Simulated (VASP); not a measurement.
Here is a VASP 6.6.1 calculation.

POSCAR

```
SiSe
1.0
    3.5666692549      0.0000000000      0.0000000000
   -1.7833346275      3.0888261817      0.0000000000
    0.0000000000      0.0000000000      3.5952279472
Si Se
1 1
Direct
    0.6666666667      0.3333333333      0.5000000000
    0.0000000000      0.0000000000      0.0000000000
```

INCAR.step1

```
SYSTEM = SiSe
PREC = Accurate
ENCUT = 520
ISMEAR = -1
SIGMA = 0.05
LREAL = .False.
LASPH = .True.
NELM = 60
NBANDS = 12
GGA = PE
ALGO = Normal
EDIFF = 1E-4
LWAVE = .True.
LCHARG = .False.
```

The input INCAR.step2:

```
SYSTEM = SiSe
PREC = Accurate
ENCUT = 520
EDIFF = 1E-7
ISMEAR = -1
SIGMA = 0.05
LREAL = .False.
LASPH = .True.
NELM = 60
ALGO = Normal
ISIF = 2
LWAVE = .False.
LCHARG = .False.
METAGGA = R2SCAN
LMIXTAU = .True.
IVDW = 12
VDW_S6 = 1.0
VDW_S8 = 0.78981345
VDW_A1 = 0.49484001
VDW_A2 = 5.73083694
NBANDS = 12
ISTART = 1
```

Contents of KPOINTS:

```
Automatic mesh
0
Gamma
  9 9 7
  0 0 0
```

Potentials or basis: VASP PAW PBE potentials, release 64 (Si, Se).

Run with:

```sh
$ cat potpaw_PBE.64/Si/POTCAR potpaw_PBE.64/Se/POTCAR > POTCAR
$ cp INCAR.step1 INCAR
$ mpirun -np 1 vasp_std > vasp.out
$ cp INCAR.step2 INCAR
$ mpirun -np 1 vasp_std > vasp.out
```

Task: Predict the pressure.

Result: -0.4 GPa.

Task: Predict the dispersion energy per atom.

Result: -0.176 eV.

Caveat: three body term missing; the PAW data sets were made with another functional, which shifts forces and pressure a little.
